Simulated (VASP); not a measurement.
Wanted: the native input for a VASP 6.6.1 run.

```
Task                   : relaxation of cell and atoms
Functional             : PBE
Potentials or basis    : VASP PAW PBE potentials, release 64 (Hf_pv, N)
Cutoff                 : 600 eV
k mesh                 : 16 × 16 × 16
Occupations            : gaussian, width 0.1 eV
Spin                   : no spin polarisation
Dipole correction      : no
Further INCAR settings : ALGO = Normal; EDIFF = 1e-07; IBRION = 2; EDIFFG = -0.002; NSW = 100; ISIF = 3
```

The structure of HfN (e600) lies in POSCAR:

```
HfN
1.0
    0.0000000000      2.2560000000      2.2560000000
    2.2560000000      0.0000000000      2.2560000000
    2.2560000000      2.2560000000      0.0000000000
Hf N
1 1
Direct
    0.0000000000      0.0000000000      0.0000000000
    0.5000000000      0.5000000000      0.5000000000
```

One way to write it, as run:

INCAR

```
PREC = Accurate
ENCUT = 600
EDIFF = 1E-7
ISMEAR = 0
SIGMA = 0.1
LREAL = False
LASPH = True
NELM = 120
ALGO = Normal
ISIF = 3
LWAVE = False
LCHARG = False
GGA = PE
IBRION = 2
NSW = 100
EDIFFG = -0.002
GGA_COMPAT = False
NELMIN = 4
```

KPOINTS

```
regular mesh
0
Gamma
  16 16 16
```

Potentials or basis: VASP PAW PBE potentials, release 64 (Hf_pv, N).

Launch:

```console
$ cat potpaw_PBE.64/Hf_pv/POTCAR potpaw_PBE.64/N/POTCAR > POTCAR
$ mpirun -np 1 vasp_std > vasp.out
```

Results of the run:

```json
{
  "Relaxed volume": "11.65 Å³/atom",
  "Relaxed cell": "a = 3.206 Å, b = 3.206 Å, c = 3.206 Å, α = 60.00°, β = 60.00°, γ = 60.00°",
  "Space group after relaxing (to 0.05 Å)": "Fm-3m (No. 225)",
  "Energy gained by relaxing": "2.1 meV/atom",
  "Ionic steps": "3",
  "Pressure after relaxing": "0.0 GPa"
}
```

Wall time 2 min on 1 thread of Intel Xeon 6975P-C (shared host), peak memory 0.2 GiB.
